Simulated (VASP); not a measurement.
Set up this calculation in VASP 6.6.1, as the native input.

| Item | Value |
| --- | --- |
| Task | single point |
| Functional | PBEsol |
| Potentials or basis | VASP PAW PBE potentials, release 64 (Ti_sv) |
| Cutoff | 520 eV |
| k mesh | 18 × 18 × 10 |
| Occupations | gaussian, width 0.05 eV |
| Spin | no spin polarisation |
| Dipole correction | no |
| Further INCAR settings | ALGO = Normal; EDIFF = 1e-06; NBANDS = 19 |

The structure of Ti lies in POSCAR:

```
Ti
1.0
    2.8833078707      0.0000000000      0.0000000000
   -1.4416539354      2.4970178630      0.0000000000
    0.0000000000      0.0000000000      4.5742013167
Ti
2
Direct
    0.3333333333      0.6666666667      0.2500000000
    0.6666666667      0.3333333333      0.7500000000
```

One way to write it, as run:

INCAR

```
ALGO = Normal
EDIFF = 1E-6
ENCUT = 520
GGA = PS
ISIF = 2
ISMEAR = 0
LASPH = True
LCHARG = True
LELF = True
LREAL = False
LVHAR = True
LWAVE = False
NBANDS = 19
NELM = 100
PREC = Accurate
SIGMA = 0.05
```

KPOINTS

```
k-points
0
Gamma
  18 18 10
```

Potentials or basis: VASP PAW PBE potentials, release 64 (Ti_sv).

Launch:

```bash
$ cat potpaw_PBE.64/Ti_sv/POTCAR > POTCAR
$ mpirun -np 1 vasp_std > vasp.out
```

Results of the run:

* Pressure: 1.6 GPa
* Band gap on the k mesh: zero (band 12 reaches 9.58 eV, above the bottom of band 13 at 8.46 eV)

Caveat: the PAW data sets were made with another functional, which shifts forces and pressure a little.

It took 2.5 min on 1 thread of Intel(R) Xeon(R) Platinum 8175M CPU @ 2.50GHz (Skylake/Cascade Lake) (shared host), peak memory 0.24 GiB.
